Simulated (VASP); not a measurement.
# Nb (Fd-3m) in VASP: a series of runs, part 2 of 2

VASP 6.6.1. Earlier steps stand in the parts before.

## Step 3: Single point, PBE (volume scaled by 0.5)

Input file INCAR:

```
SYSTEM = Nb
ALGO = Normal ; EDIFF = 1E-6
ENCUT = 520 ; GGA = PE
ISIF = 2 ; ISMEAR = -1
LASPH = .True. ; LCHARG = .True.
LELF = .True. ; LREAL = .False.
LVHAR = .True. ; LWAVE = .False.
NBANDS = 20 ; NELM = 80
PREC = Accurate ; SIGMA = 0.08
```

Input file KPOINTS:

```
k-points
0
Gamma
  13 13 13
  0 0 0
```

Input file POSCAR:

```
Nb
1.0
    0.0000000000      2.3456859323      2.3456859323
    2.3456859323      0.0000000000      2.3456859323
    2.3456859323      2.3456859323      0.0000000000
Nb
2
Direct
   -0.1250000000     -0.1250000000     -0.1250000000
    0.1250000000      0.1250000000      0.1250000000
```

Potentials or basis: VASP PAW PBE potentials, release 64 (Nb_sv).

The run is started by

```console
> cat potpaw_PBE.64/Nb_sv/POTCAR > POTCAR
> mpirun -np 1 vasp_std > vasp.out
```

OUTCAR:

```text
SYSTEM = Nb
   EDIFF = 1E-6
   ENCUT = 520
   GGA = PE
   ISIF = 2
   ISMEAR = -1
   LASPH = .True.
   LREAL = .False.
   NELM = 80
   PREC = Accurate

 ion  position               nearest neighbor table
   1  0.875  0.875  0.875-   2 2.03   2 2.03   2 2.03   2 2.03
   2  0.125  0.125  0.125-   1 2.03   1 2.03   1 2.03   1 2.03

  LATTYP: Found a face centered cubic cell.
 ALAT       =     4.6913718646

  Lattice vectors:

 A1 = (   0.0000000000,   2.3456859323,   2.3456859323)
 A2 = (   2.3456859323,   0.0000000000,   2.3456859323)
 A3 = (   2.3456859323,   2.3456859323,   0.0000000000)

[... 189 lines left out ...]
      5     -16.8373      2.00000
      6     -12.3421      2.00000
[... 541 lines left out ...]
     19      25.7968      0.00000
     20      27.1364      0.00000

 [... further k-points ...]
[... 5 lines left out ...]
  --------------------------------------------------------------------------------------
  -------------------------------------------------------------------------------------
  Total       33.5256244     33.5256244     33.5256244      0.0000000      0.0000000      0.0000000
  in kB     2080.8840065   2080.8840065   2080.8840065      0.0000000      0.0000000      0.0000000
  external PRESSURE =    2080.8840065 kB  Pullay stress =       0.0000000 kB

 VOLUME and BASIS-vectors are now :
 -----------------------------------------------------------------------------
  energy-cutoff  :      520.00
  volume of cell :       25.81
      direct lattice vectors                 reciprocal lattice vectors
     0.000000000  2.345685932  2.345685932    -0.213157266  0.213157266  0.213157266
     2.345685932  0.000000000  2.345685932     0.213157266 -0.213157266  0.213157266
     2.345685932  2.345685932  0.000000000     0.213157266  0.213157266 -0.213157266

 POSITION                                       TOTAL-FORCE (eV/Angst)
 -----------------------------------------------------------------------------------
      4.10495      4.10495      4.10495         0.000000      0.000000      0.000000
      0.58642      0.58642      0.58642        -0.000000     -0.000000     -0.000000
 -----------------------------------------------------------------------------------
    total drift:                                0.000000     -0.000000     -0.000000

  FREE ENERGIE OF THE ION-ELECTRON SYSTEM (eV)
  ---------------------------------------------------
  free  energy   TOTEN  =        -6.6010560572 eV

  energy  without entropy=       -6.5668507386  energy(sigma->0) =       -6.58395340
```

OSZICAR:

```text
N       E                     dE             d eps       ncg     rms          rms(c)
DAV:   1     0.358003894159E+03    0.35800E+03   -0.15250E+04  3360   0.145E+03
DAV:   2     0.177285001731E+02   -0.34028E+03   -0.33038E+03  3488   0.585E+02
DAV:   3    -0.610906735241E+01   -0.23838E+02   -0.22837E+02  6576   0.124E+02
DAV:   4    -0.684869186001E+01   -0.73962E+00   -0.70705E+00  4832   0.194E+01
DAV:   5    -0.687433700053E+01   -0.25645E-01   -0.25614E-01  5356   0.344E+00    0.277E+01
DAV:   6    -0.663567472537E+01    0.23866E+00   -0.22957E-01  6000   0.284E+00    0.167E+01
DAV:   7    -0.660322582658E+01    0.32449E-01   -0.35980E-01  5932   0.309E+00    0.115E+00
DAV:   8    -0.660054322594E+01    0.26826E-02   -0.31914E-02  4528   0.184E+00    0.351E-01
DAV:   9    -0.660101549429E+01   -0.47227E-03   -0.35746E-03  4700   0.566E-01    0.140E-01
DAV:  10    -0.660104485294E+01   -0.29359E-04   -0.50474E-04  4524   0.287E-01    0.217E-02
DAV:  11    -0.660105324154E+01   -0.83886E-05   -0.24084E-05  5720   0.554E-02    0.915E-03
DAV:  12    -0.660105557755E+01   -0.23360E-05   -0.50049E-06  5612   0.234E-02    0.215E-03
DAV:  13    -0.660105605716E+01   -0.47962E-06   -0.22093E-07  2424   0.464E-03
   1 F= -.66010561E+01 E0= -.65839534E+01  d E =-.342053E-01
```

Run time: 41 s. Hardware: 1 thread of Intel Xeon 6975P-C, shared host; peak memory 0.18 GiB.

What came out:

* Free energy: -6.6011 eV
* Pressure: 208.1 GPa
* Band gap on the k mesh: zero (band 13 reaches 17.96 eV, above the bottom of band 14 at 14.98 eV)

Levels at points of the mesh, in eV from the Fermi level:
| k point | band 10 | band 11 | band 12 | band 13 | band 14 | band 15 | band 16 | band 17 |
| --- | --- | --- | --- | --- | --- | --- | --- | --- |
| (0.00, 0.00, 0.00) | -5.33 | -5.33 | -1.43 | -1.43 | -1.43 | 4.20 | 4.20 | 4.20 |

## Step 4: Single point, PBE (volume scaled by 0.6)

Input file INCAR:

```
PREC     = Accurate       # precision mode
ENCUT    = 520            # plane-wave cutoff, eV
EDIFF    = 1E-6           # SCF threshold, eV
ISMEAR   = -1             # smearing method
SIGMA    = 0.08           # smearing width, eV
LREAL    = F              # projectors in reciprocal space
LASPH    = T              # aspherical terms in the spheres
NELM     = 60             # most SCF steps
ALGO     = Normal         # electronic algorithm
ISIF     = 2              # what is computed and relaxed
LWAVE    = F              # write WAVECAR
LCHARG   = T              # write CHGCAR
GGA      = PE             # functional
LELF     = T              # ELF
LVHAR    = T            
NBANDS   = 20             # bands
```

Input file KPOINTS:

```
Automatic mesh
0
Gamma
  13 13 13
```

Input file POSCAR:

```
Nb
1.0
    0.0000000000      2.4926632566      2.4926632566
    2.4926632566      0.0000000000      2.4926632566
    2.4926632566      2.4926632566      0.0000000000
Nb
2
Direct
   -0.1250000000     -0.1250000000     -0.1250000000
    0.1250000000      0.1250000000      0.1250000000
```

The run is started by

```console
> cat potpaw_PBE.64/Nb_sv/POTCAR > POTCAR
> mpirun -np 1 vasp_std > vasp.out
```

It took 42 s on 1 thread of Intel Xeon 6975P-C, shared host; peak memory 0.18 GiB.

The run converged. Its results:

```
Free energy            : -11.3197 eV
Pressure               : 99.2 GPa
Band gap on the k mesh : zero (band 13 reaches 14.53 eV, above the bottom of band 14 at 11.87 eV)
```

Levels at points of the mesh, in eV from the Fermi level:
```csv
k point,band 9,band 10,band 11,band 12,band 13,band 14,band 15,band 16,band 17,band 18
"(0.00, 0.00, 0.00)",-5.84,-3.95,-3.95,-1.11,-1.11,-1.11,3.21,3.21,3.21,8.53
```

## Step 5: Single point, PBE (volume scaled by 0.7)

Input file INCAR:

```
SYSTEM = Nb
PREC     = Accurate       ! precision mode
ENCUT    = 520            ! plane-wave cutoff, eV
EDIFF    = 1E-6           ! SCF threshold, eV
ISMEAR   = -1             ! smearing method
SIGMA    = 0.08           ! smearing width, eV
LREAL    = .False.        ! projectors in reciprocal space
LASPH    = .True.         ! aspherical terms in the spheres
NELM     = 60             ! most SCF steps
ALGO     = Normal         ! electronic algorithm
ISIF     = 2              ! what is computed and relaxed
LWAVE    = .False.        ! write WAVECAR
LCHARG   = .False.        ! write CHGCAR
GGA      = PE             ! functional
NBANDS   = 20             ! bands
```

Input file KPOINTS:

```
regular mesh
0
Gamma
  13 13 13
  0 0 0
```

Input file POSCAR:

```
Nb
1.0
    0.0000000000      2.6240929141      2.6240929141
    2.6240929141      0.0000000000      2.6240929141
    2.6240929141      2.6240929141      0.0000000000
Nb
2
Direct
   -0.1250000000     -0.1250000000     -0.1250000000
    0.1250000000      0.1250000000      0.1250000000
```

The run is started by

```console
> cat potpaw_PBE.64/Nb_sv/POTCAR > POTCAR
> mpirun -np 1 vasp_std > vasp.out
```

Run time: 47 s. Hardware: 1 thread of Intel Xeon 6975P-C, shared host; peak memory 0.19 GiB.

It converged, with:

```
Free energy            : -13.6227 eV
Pressure               : 49.0 GPa
Band gap on the k mesh : zero (band 13 reaches 12.20 eV, above the bottom of band 14 at 9.68 eV)
```

Levels at points of the mesh, in eV from the Fermi level:
```tsv
k point	band 11	band 12	band 13	band 14	band 15	band 16
(0.00, 0.00, 0.00)	-2.95	-0.85	-0.85	-0.85	2.70	2.70
```

## Step 6: The runs side by side

```tsv
cell	gap on the mesh (eV)	pressure (GPa)
a = 3.080 Å, angles 60.0°, 2 atoms	none	475.8
a = 3.317 Å, angles 60.0°, 2 atoms	none	208.1
a = 3.525 Å, angles 60.0°, 2 atoms	none	99.2
a = 3.711 Å, angles 60.0°, 2 atoms	none	49.0
```

Alike in all rows: task single point; level PBE; potentials or basis VASP PAW PBE potentials, release 64 (Nb_sv); no spin polarisation; k mesh 13 × 13 × 13; cutoff (eV) 520; smearing fermi-dirac 0.08 eV.

Absolute energies hang on the potentials; compare differences alone.
